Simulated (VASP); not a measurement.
ZrMoSe4, 6 atoms in the cell. Symmetry: P4/mmm, No. 123, tetragonal system. Conventional cell: a = 3.283 Å, b = 3.283 Å, c = 12.371 Å, α = 90.00°, β = 90.00°, γ = 90.00°. Zr (site symmetry 4/mmm) has 8 Se at 2.86 Å and 4 Zr at 3.28 Å within 3.8 Å. Within 3.8 Å of Mo (site symmetry 4/mmm) lie 8 Se at 2.86 Å and 4 Mo at 3.28 Å. Within 3.7 Å of Se (site symmetry 4mm) lie 6 Se at 2.83 to 3.35 Å and 4 Zr at 2.86 Å. Se (site symmetry 4mm) has 6 Se at 2.83 to 3.36 Å and 4 Mo at 2.86 Å within 3.7 Å. The cell was generated, and may not be a known phase.

| Property | Result |
| --- | --- |
| Program | VASP 6.6.1 |
| Task | relaxation of cell and atoms |
| Functional | PBE |
| Potentials or basis | VASP PAW PBE potentials, release 64 (Zr_sv, Mo_sv, Se) |
| Cutoff | 600 eV |
| k mesh | 6 × 6 × 2 |
| Occupations | gaussian, width 0.1 eV |
| Spin | collinear spin |
| Starting moments | [0.0, 1.0, 0.0, 0.0, 0.0, 0.0] μB |
| Dipole correction | no |
| Further INCAR settings | ALGO = Normal; EDIFF = 1e-06; IBRION = 2; EDIFFG = -0.04; NSW = 90; ISIF = 3 |

Potentials or basis: VASP PAW PBE potentials, release 64 (Zr_sv, Mo_sv, Se).

Launch:

```sh
$ cat potpaw_PBE.64/Zr_sv/POTCAR potpaw_PBE.64/Mo_sv/POTCAR potpaw_PBE.64/Se/POTCAR > POTCAR
$ mpirun -np 1 vasp_std > vasp.out
```

Hardware: 1 thread of Oxide Virtual Turin-like Processor, on a shared host.

How long does it take, and how much memory?

It took 92 min on 1 thread of Oxide Virtual Turin-like Processor (shared host), peak memory 0.41 GiB. Counts: scf iterations 354, k points 20, ion steps 34.
